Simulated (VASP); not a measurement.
A run of VASP 6.6.1 is set up as follows.

File INCAR:

```
PREC = Accurate
ENCUT = 520
EDIFF = 1E-7
ISMEAR = 0
SIGMA = 0.15
LREAL = F
LASPH = T
NELM = 100
ALGO = Fast
ISIF = 2
LWAVE = F
LCHARG = F
GGA = PS
NBANDS = 14
```

File KPOINTS:

```
Automatic mesh
0
Gamma
  18 18 6
```

POSCAR

```
Al
1.0
    2.8362844918      0.0070907112      0.0000000000
   -1.4120015098      2.4527490666      0.0000000000
    0.0000000000      0.0000000000      9.3221494563
Al
4
Direct
    0.0000000000      0.0000000000      0.0000000000
    0.3333333333      0.6666666667      0.2500000000
    0.0000000000      0.0000000000      0.5000000000
    0.6666666667      0.3333333333      0.7500000000
```

Potentials or basis: VASP PAW PBE potentials, release 64 (Al).

Run with:

```console
$ cat potpaw_PBE.64/Al/POTCAR > POTCAR
$ mpirun -np 1 vasp_std > vasp.out
```

(1) What does it give for the pressure?

(2) Estimate the band gap on the k mesh.

## Answers

(1) 0.1 GPa.

(2) zero (bands 6 and 7 overlap by 5.46 eV).

Caveat: the cell differs from its parent crystal (strain +0.0050 x Voigt [0, 0, 0, 0, 0, 1]); the PAW data sets were made with another functional, which shifts forces and pressure a little.
